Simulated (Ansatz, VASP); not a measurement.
## MgO in VASP and in Ansatz

Contents of INCAR:

```
SYSTEM = MgO
  PREC = Accurate
  ENCUT = 750
  EDIFF = 1E-6
  ISMEAR = 0
  SIGMA = 0.05
  LREAL = .FALSE.
  LASPH = .TRUE.
  NELM = 120
  ALGO = Normal
  ISIF = 2
  LWAVE = .FALSE.
  LCHARG = .FALSE.
  NBANDS = 15
  GGA_COMPAT = .FALSE.
```

The input KPOINTS:

```
Automatic mesh
0
G
  6 6 6
  0 0 0
```

The input POSCAR:

```
MgO
1.0
    0.0000000000      2.1351500000      2.1351500000
    2.1351500000      0.0000000000      2.1351500000
    2.1351500000      2.1351500000      0.0000000000
Mg O
1 1
Direct
    0.0000000000      0.0000000000      0.0000000000
    0.2892419736      0.5702526755      0.4297473245
```

Input for Ansatz:

```yaml
crystal:
  lattice:
    - [0.0, 2.13515, 2.13515]
    - [2.13515, 0.0, 2.13515]
    - [2.13515, 2.13515, 0.0]
  atoms:
    - { symbol: Mg, position: [0.0, 0.0, 0.0] }
    - { symbol: O, position: [0.2892419736, 0.5702526755, 0.4297473245] }
basis:
  ecutwfc: 420
kpoints:
  mp_grid: { grid: [6, 6, 6] }
hamiltonian:
  xc: lda
scf:
  occupations: { method: gaussian, width: 0.05 }
output:
  forces: true
  stress: true
  eigenvalues: true
```

Alike in both runs: task single point; functional LDA; k mesh 6 × 6 × 6; occupations gaussian, width 0.05 eV; no spin polarisation.

|  | VASP | Ansatz |
| --- | --- | --- |
| version | VASP 6.6.1 | Ansatz 0.2.0 |
| potentials or method | VASP PAW LDA potentials, release 64 (Mg_sv, O), cutoff 750 eV | scalar-relativistic, plane waves, PAW |
| valence electrons in the cell | 16 | 16 |

|  | VASP | Ansatz | Ansatz less VASP |
| --- | --- | --- | --- |
| gap on the k mesh at the Fermi level (eV) | 4.07 | 4.05 | -0.020 |
| least direct gap on the mesh (eV) | 4.15 | 4.13 | -0.027 |
| rms of the force components (eV/Å) | 5.973 | 5.814 | -0.1590 |

LDA's correlation is that of Perdew and Zunger in VASP and of Perdew and Wang (1992) in Ansatz. Atom by atom the forces differ by 0.159 eV/Å (rms over components).

The k mesh is coarse, so the values compare programs but aren't converged.
